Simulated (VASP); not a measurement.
Here is a VASP 6.6.1 calculation.

Contents of INCAR:

```
PREC = Accurate
ENCUT = 520
EDIFF = 1E-7
ISMEAR = 0
SIGMA = 0.02
LREAL = Auto
LASPH = T
NELM = 80
ALGO = Normal
ISIF = 2
LWAVE = F
LCHARG = T
GGA = PE
LELF = T
LVHAR = T
NBANDS = 47
```

The input KPOINTS:

```
regular mesh
0
Gamma
  2 2 2
```

The input POSCAR:

```
Mg9O8
1.0
    0.0000000000      4.2160000000      4.2160000000
    4.2160000000      0.0000000000      4.2160000000
    4.2160000000      4.2160000000      0.0000000000
Mg O
9 8
Direct
   -0.0227745493      0.0178471300     -0.0091535816
    0.0085334440      0.0106183586      0.4788937381
    0.0036285579      0.5119340607     -0.0194468691
    0.0050569260      0.5169276565      0.4740234820
    0.5187771584      0.0175492173     -0.0128442837
    0.4122571157     -0.0762950664      0.7490040323
    0.5283255455      0.4885658207     -0.0372652989
    0.5044393975      0.5167584203      0.4765700901
    0.5374733159      0.0916412476      0.3293366935
    0.2413666983      0.2815773245      0.2019857685
    0.2336984108      0.2862223672      0.7443836575
    0.2688829459      0.7723708491      0.1910340370
    0.2378822343      0.7346417220      0.7525992647
    0.7725901328      0.2811624763      0.2061302182
    0.7603685958      0.2582044592      0.7229293169
    0.7663913662      0.7558593454      0.2131816888
    0.7751777751      0.7403319497      0.7497906784
```

Potentials or basis: VASP PAW PBE potentials, release 64 (Mg, O).

Command:

```bash
$ cat potpaw_PBE.64/Mg/POTCAR potpaw_PBE.64/O/POTCAR > POTCAR
$ mpirun -np 1 vasp_std > vasp.out
```

(1) Estimate the band gap on the k mesh.

(2) Predict the largest force.

(3) Predict the pressure.

Results:

(1) 0.21 eV.

(2) 0.663 eV/Å.

(3) 42.4 GPa.

Caveat: the k points lie up to 0.65 Å⁻¹ apart.
